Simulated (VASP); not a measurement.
# BaO (Fm-3m) in VASP: further runs, part 2 of 2

VASP 6.6.1.

### Step 4. Single point, PBE+D3(BJ)

This run uses another cell than the first one, of 19.97 Å³/atom, 1.091 times its volume.

INCAR

```
SYSTEM = BaO
PREC = Accurate
ENCUT = 600
EDIFF = 1E-6
ISMEAR = 0
SIGMA = 0.01
LREAL = .False.
LASPH = .True.
NELM = 120
ALGO = Normal
ISIF = 2
LWAVE = .False.
LCHARG = .False.
GGA = PE
IVDW = 12
NBANDS = 15
GGA_COMPAT = .False.
```

KPOINTS

```
Automatic mesh
0
Gamma
  8 8 8
  0 0 0
```

POSCAR

```
BaO
1.0
    0.0000000000      2.7128332818      2.7128332818
    2.7128332818      0.0000000000      2.7128332818
    2.7128332818      2.7128332818      0.0000000000
Ba O
1 1
Direct
    0.0000000000      0.0000000000      0.0000000000
    0.5000000000      0.5000000000      0.5000000000
```

Potentials or basis: VASP PAW PBE potentials, release 64 (Ba_sv, O).

Started as:

```console
$ cat potpaw_PBE.64/Ba_sv/POTCAR potpaw_PBE.64/O/POTCAR > POTCAR
$ mpirun -np 1 vasp_std > vasp.out
```

OUTCAR:

```text
SYSTEM = BaO
   PREC = Accurate
   ENCUT = 600
   EDIFF = 1E-6
   ISMEAR = 0
   LREAL = .False.
   LASPH = .True.
   NELM = 120
   ISIF = 2
   GGA = PE
   IVDW = 12
 IVDW          = 12

 ion  position               nearest neighbor table
   1  0.000  0.000  0.000-   2 2.71   2 2.71   2 2.71   2 2.71   2 2.71   2 2.71
   2  0.500  0.500  0.500-   1 2.71   1 2.71   1 2.71   1 2.71   1 2.71   1 2.71

  LATTYP: Found a face centered cubic cell.
 ALAT       =     5.4256665636

  Lattice vectors:

 A1 = (   0.0000000000,   2.7128332818,   2.7128332818)
 A2 = (   2.7128332818,   0.0000000000,   2.7128332818)
 A3 = (   2.7128332818,   2.7128332818,   0.0000000000)

Analysis of symmetry for initial positions (statically):
=====================================================================
 Subroutine PRICEL returns:
 Original cell was already a primitive cell.

 Routine SETGRP: Setting up the symmetry group for a
 face centered cubic supercell.

 Subroutine GETGRP returns: Found 48 space group operations
 (whereof 48 operations were pure point group operations)
 out of a pool of 48 trial point group operations.

The static configuration has the point symmetry O_h .

Analysis of symmetry for dynamics (positions and initial velocities):
=====================================================================
 Subroutine PRICEL returns:
 Original cell was already a primitive cell.

 Routine SETGRP: Setting up the symmetry group for a
 face centered cubic supercell.

 Subroutine GETGRP returns: Found 48 space group operations
 (whereof 48 operations were pure point group operations)
 out of a pool of 48 trial point group operations.

The dynamic configuration has the point symmetry O_h .

 Subroutine INISYM returns: Found 48 space group operations
 (whereof 48 operations are pure point group operations),
 and found     1 'primitive' translations

----------------------------------------------------------------------------------------

                                     Primitive cell

  volume of cell :      39.9300

  direct lattice vectors                    reciprocal lattice vectors
     0.000000000  2.712833282  2.712833282    -0.184309151  0.184309151  0.184309151
     2.712833282  0.000000000  2.712833282     0.184309151 -0.184309151  0.184309151
     2.712833282  2.712833282  0.000000000     0.184309151  0.184309151 -0.184309151

  length of vectors
     3.836525620  3.836525620  3.836525620     0.319232814  0.319232814  0.319232814

  position of ions in fractional coordinates (direct lattice)
     0.000000000  0.000000000  0.000000000
     0.500000000  0.500000000  0.500000000

  ion indices of the primitive-cell ions
   primitive index   ion index
                 1           1
                 2           2

----------------------------------------------------------------------------------------

 KPOINTS: Automatic mesh

Automatic generation of k-mesh.
 Grid dimensions read from file:
 generate k-points for:    8    8    8

 Generating k-lattice:

  Cartesian coordinates                     Fractional coordinates (reciprocal lattice)
    -0.023038644  0.023038644  0.023038644     0.125000000  0.000000000  0.000000000
     0.023038644 -0.023038644  0.023038644     0.000000000  0.125000000  0.000000000
     0.023038644  0.023038644 -0.023038644     0.000000000  0.000000000  0.125000000
[... 41 lines left out ...]
   total plane-waves  NPLWV =  32768
   dimension x,y,z NGX =    32 NGY =   32 NGZ =   32
   dimension x,y,z NGXF=    64 NGYF=   64 NGZF=   64
   ions per type =               1   1
   NGX,Y,Z   is equivalent  to a cutoff of  13.87, 13.87, 13.87 a.u.
   NGXF,Y,Z  is equivalent  to a cutoff of  27.73, 27.73, 27.73 a.u.
 SYSTEM =  BaO
   PREC   = accura    normal or accurate (medium, high low for compatibility)
   ISTART =      0    job   : 0-new  1-cont  2-samecut
   ICHARG =      2    charge: 1-file 2-atom 10-const
   ISPIN  =      1    spin polarized calculation?
   LNONCOLLINEAR =      F non collinear calculations
   LSORBIT =      F    spin-orbit coupling
   LASPH  =      T    aspherical Exc in radial PAW
   ENCUT  =  600.0 eV  44.10 Ry    6.64 a.u.   7.66  7.66  7.66*2*pi/ulx,y,z
   NELM   =    120;   NELMIN=  2; NELMDL= -5     # of ELM steps
   EDIFF  = 0.1E-05   stopping-criterion for ELM
   LREAL  =      F    real-space projection
   EDIFFG = 0.1E-04   stopping-criterion for IOM
   NSW    =      0    number of steps for IOM
   IBRION =     -1    ionic relax: 0-MD 1-quasi-New 2-CG
   NFREE  =      0    steps in history (QN), initial steepest desc. (CG)
   ISIF   =      2    stress and relaxation
   ISYM   =      2    0-nonsym 1-usesym 2-fastsym
   POTIM  = 0.5000    time-step for ionic-motion
   TEBEG  =    0.0;   TEEND  =   0.0 temperature during run
   PSTRESS=    0.0 pullay stress
   NELECT =      16.0000    total number of electrons
   NUPDOWN=      -1.0000    fix difference up-down
   EMIN   =  10.00;   EMAX   =-10.00  energy-range for DOS
   EFERMI =   0.00;   METHOD = LEGACY
   ISMEAR =     0;   SIGMA  =   0.01  broadening in eV -4-tet -1-fermi 0-gaus
   EFERMI_NEDOS =   21; number of points for ismear=-14 and -15
   IALGO  =     38    algorithm
   IMIX   =      4    mixing-type and parameters
     AMIX     =   0.40;   BMIX     =  1.00
     AMIX_MAG =   1.60;   BMIX_MAG =  1.00
  volume/ion in A,a.u.               =      19.97       134.73
  Fermi-wavevector in a.u.,A,eV,Ry     =   1.206929  2.280765 19.819302  1.456678
  Thomas-Fermi vector in A             =   2.342582
   LORBIT       =      0    0 simple, 1 ext, 2 COOP (PROOUT), +10 PAW based schemes
   GGA     = PE    functional components
   LHFCALC =     F    Hartree Fock is set to
   AEXX    =    0.0000 exact exchange contribution
   IVDW    =    12    specifies the selected vdW correction
   LEPSILON=     F    determine dielectric tensor
   LRPA    =     F    only Hartree local field effects (RPA)
 non-spin polarized calculation
 Gauss-broadening in eV      SIGMA  =   0.01
  energy-cutoff  :      600.00
  volume of cell :       39.93
 maximum number of plane-waves:      1363
   NGX = 15   NGY = 15   NGZ = 15

 number of electron      15.9999999 magnetization

 Free energy of the ion-electron system (eV)
  ---------------------------------------------------
  ext. energy  EPLUGINS =         0.00000000
  ---------------------------------------------------
  free energy    TOTEN  =       -11.70058003 eV

  energy without entropy =      -11.70058003  energy(sigma->0) =      -11.70058003

 E-fermi :   2.3948     XC(G=0):  -9.9096

 val. band max:        2.3392770346   @ k =   0.5000   0.5000   0.0000
 cond. band min:       4.0786009464   @ k =   0.5000   0.5000   0.0000
 fundamental gap:      1.7393239119
 Fermi energy:         2.3947937103

 k-point     1 :       0.0000    0.0000    0.0000
  band No.  band energies     occupation
      1     -23.6126      2.00000
      2     -12.8771      2.00000
      3      -7.9889      2.00000
      4      -7.9889      2.00000
      5      -7.9889      2.00000
      6       1.8202      2.00000
      7       1.8202      2.00000
      8       1.8202      2.00000
      9       6.1469      0.00000
     10       6.9624      0.00000
     11       6.9624      0.00000
     12       6.9624      0.00000
     13       9.3897      0.00000
     14       9.3897      0.00000
[... 401 lines left out ...]
      2     -13.5880      2.00000
      3      -8.7369      2.00000
      4      -8.7277      2.00000
      5      -8.1050      2.00000
      6       0.5375      2.00000
      7       1.2488      2.00000
      8       1.2971      2.00000
      9       7.2043      0.00000
     10       7.8376      0.00000
     11      10.4002      0.00000
     12      10.5362      0.00000
     13      12.8122      0.00000
     14      14.5423      0.00000
     15      14.9726      0.00000

 [... further k-points ...]

------------------------ aborting loop because EDIFF is reached ----------------------------------------

 Edisp (eV)   -0.48330

 E8    (eV) :    -0.2500

  FORCE on cell =-STRESS in cart. coord.  units (eV):
  Direction    XX          YY          ZZ          XY          YZ          ZX
  --------------------------------------------------------------------------------------
  -------------------------------------------------------------------------------------
  Total       1.69844     1.69844     1.69844    -0.00000    -0.00000    -0.00000
  in kB      68.14950    68.14950    68.14950    -0.00000    -0.00000    -0.00000
  external pressure =       68.15 kB  Pullay stress =        0.00 kB

 VOLUME and BASIS-vectors are now :
 -----------------------------------------------------------------------------
  energy-cutoff  :      600.00
  volume of cell :       39.93
      direct lattice vectors                 reciprocal lattice vectors
     0.000000000  2.712833282  2.712833282    -0.184309151  0.184309151  0.184309151
     2.712833282  0.000000000  2.712833282     0.184309151 -0.184309151  0.184309151
     2.712833282  2.712833282  0.000000000     0.184309151  0.184309151 -0.184309151

 POSITION                                       TOTAL-FORCE (eV/Angst)
 -----------------------------------------------------------------------------------
      0.00000      0.00000      0.00000         0.000000      0.000000      0.000000
      2.71283      2.71283      2.71283         0.000000      0.000000      0.000000
 -----------------------------------------------------------------------------------
    total drift:                                0.000000     -0.000000      0.000000

  FREE ENERGIE OF THE ION-ELECTRON SYSTEM (eV)
  ---------------------------------------------------
  free  energy   TOTEN  =       -12.1838827099 eV

  energy  without entropy=      -12.1838827099  energy(sigma->0) =      -12.18388271
```

stdout:

```text
POSCAR found type information on POSCAR BaO
 POSCAR found :  2 types and       2 ions
 scaLAPACK will be used
 LDA part: xc-table for (Slater+PW92), standard interpolation
 POSCAR, INCAR and KPOINTS ok, starting setup
 FFT: planning ... GRIDC
 FFT: planning ... GRID_SOFT
 FFT: planning ... GRID
 WAVECAR not read
 entering main loop
```

Wall time 30 s (1 thread of Intel Xeon Platinum 8375C at 2.90GHz (Ice Lake), shared host); peak memory 0.2 GiB.

What came out:

| Item | Value |
| --- | --- |
| Free energy | -12.1839 eV |
| Pressure | 6.8 GPa |
| Band gap on the k mesh | 1.74 eV, direct |
| Dispersion energy per atom | -0.242 eV |

Levels at points of the mesh, in eV from the valence-band top:
```csv
k point,band 5,band 6,band 7,band 8,band 9,band 10,band 11,band 12
"(0.00, 0.00, 0.00)",-10.33,-0.52,-0.52,-0.52,3.81,4.62,4.62,4.62
"(0.50, 0.00, 0.00)",-10.46,-2.26,-1.78,-1.78,4.97,7.32,7.32,8.51
"(0.50, 0.50, 0.00)",-11.03,-0.26,-0.26,0.00,1.74,6.21,9.15,9.78
```

Caveat: spin-orbit coupling is left out, which moves the levels of the heavy elements. A hybrid or GW would open this gap; PBE tends to underestimate it.

### Step 5. Overview

```csv
cell,gap on the mesh (eV),pressure (GPa)
"a = 3.727 Å, angles 60.0°, 2 atoms",1.32,17.6
"a = 3.782 Å, angles 60.0°, 2 atoms",1.55,11.6
"a = 3.837 Å, angles 60.0°, 2 atoms",1.74,6.8
```

Alike in all rows: task single point; level PBE+D3(BJ); potentials or basis VASP PAW PBE potentials, release 64 (Ba_sv, O); no spin polarisation; k mesh 8 × 8 × 8; cutoff (eV) 600; smearing gaussian 0.01 eV.

Caveats: spin-orbit coupling is left out, which moves the levels of the heavy elements.

Absolute energies hang on the potentials; compare differences alone.
